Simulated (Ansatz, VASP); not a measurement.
Cd in VASP and in Ansatz

INCAR

```
SYSTEM = Cd
  PREC = Accurate
  ENCUT = 520
  EDIFF = 1E-7
  ISMEAR = -1
  SIGMA = 0.08
  LREAL = .False.
  LASPH = .True.
  NELM = 80
  ALGO = Normal
  ISIF = 2
  LWAVE = .False.
  LCHARG = .False.
  GGA = CA
  NBANDS = 12
```

File KPOINTS:

```
regular mesh
0
Gamma
  16 16 16
  0 0 0
```

File POSCAR:

```
Cd
1.0
    0.0000000000      2.0918989404      2.0918989404
    2.0918989404      0.0000000000      2.0918989404
    2.0918989404      2.0918989404      0.0000000000
Cd
1
Direct
    0.0000000000      0.0000000000      0.0000000000
```

Input for Ansatz:

```yaml
crystal:
  lattice:
    - [0.0, 2.0918989404, 2.0918989404]
    - [2.0918989404, 0.0, 2.0918989404]
    - [2.0918989404, 2.0918989404, 0.0]
  atoms:
    - { symbol: Cd, position: [0.0, 0.0, 0.0] }
kpoints:
  mp_grid: { grid: [16, 16, 16] }
scf:
  occupations: { method: fermi_dirac, width: 0.08 }
hamiltonian:
  xc: lda
  pseudopotentials: { kind: paw }
output:
  forces: true
  stress: true
  eigenvalues: true
  write_density: true
  write_potential: true
  elf: true
  volumetric_format: npy
```

Change from the starting cell: volume scaled by 0.917, to set the pressure.

Alike in both runs: task single point; functional LDA; k mesh 16 × 16 × 16; occupations fermi-dirac, width 0.08 eV; no spin polarisation.

|  | VASP | Ansatz |
| --- | --- | --- |
| version | VASP 6.6.1 | Ansatz 0.2.0 |
| potentials or method | VASP PAW LDA potentials, release 64 (Cd) | PAW with Ansatz's default frozen-core files, scalar-relativistic |
| plane-wave cutoff (eV) | 520 | 420 |
| valence electrons in the cell | 12 | 20 |

|  | VASP | Ansatz | Ansatz less VASP |
| --- | --- | --- | --- |
| pressure (GPa) | 8.5 | 7.5 | -0.96 |

LDA's correlation is that of Perdew and Zunger in VASP and of Perdew and Wang (1992) in Ansatz. VASP's potentials hold 12 valence electrons a cell and Ansatz's 20, so a difference there can come from the potentials and not from the codes.
